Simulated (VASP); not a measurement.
Set up this calculation in VASP 6.6.1, as the native input.

| Property | Result |
| --- | --- |
| Task | relaxation of cell and atoms |
| Functional | PBE |
| Potentials or basis | VASP PAW PBE potentials, release 64 (Ge_d, N) |
| Cutoff | 600 eV |
| k mesh | 8 × 8 × 8 |
| Occupations | gaussian, width 0.1 eV |
| Spin | no spin polarisation |
| Dipole correction | no |
| Further INCAR settings | ALGO = Normal; EDIFF = 1e-06; IBRION = 2; EDIFFG = -0.01; NSW = 100; ISIF = 3 |

The structure of Ge4N lies in POSCAR:

```
Ge4N
1.0
    4.4098491644      0.0000000000      0.0000000000
    0.0000000000      4.4098491644      0.0000000000
    0.0000000000      0.0000000000      4.4098491644
Ge N
4 1
Direct
    0.0000000000      0.5000000000      0.5000000000
    0.5000000000      0.0000000000      0.5000000000
    0.5000000000      0.5000000000      0.0000000000
    0.0000000000      0.0000000000      0.0000000000
    0.5000000000      0.5000000000      0.5000000000
```

These files were run (other wordings do the same):

INCAR

```
  PREC = Accurate
  ENCUT = 600
  EDIFF = 1E-6
  ISMEAR = 0
  SIGMA = 0.1
  LREAL = F
  LASPH = T
  NELM = 100
  ALGO = Normal
  ISIF = 3
  LWAVE = F
  LCHARG = F
  GGA = PE
  IBRION = 2
  NSW = 100
  EDIFFG = -0.01
```

KPOINTS

```
Automatic mesh
0
Gamma
  8 8 8
```

Potentials or basis: VASP PAW PBE potentials, release 64 (Ge_d, N).

Launch:

```console
$ cat potpaw_PBE.64/Ge_d/POTCAR potpaw_PBE.64/N/POTCAR > POTCAR
$ mpirun -np 1 vasp_std > vasp.out
```

Results of the run:

| Item | Value |
| --- | --- |
| Relaxed volume | 17.39 Å³/atom |
| Relaxed cell | a = 4.430 Å, b = 4.430 Å, c = 4.430 Å, α = 90.00°, β = 90.00°, γ = 90.00° |
| Space group after relaxing (to 0.05 Å) | Pm-3m (No. 221) |
| Energy gained by relaxing | 0.7 meV/atom |
| Ionic steps | 4 |
| Pressure after relaxing | -0.1 GPa |

It took 8.6 min on 1 thread of AMD EPYC 7R43 64-Core Processor (Zen 3), on a shared host, peak memory 0.22 GiB.
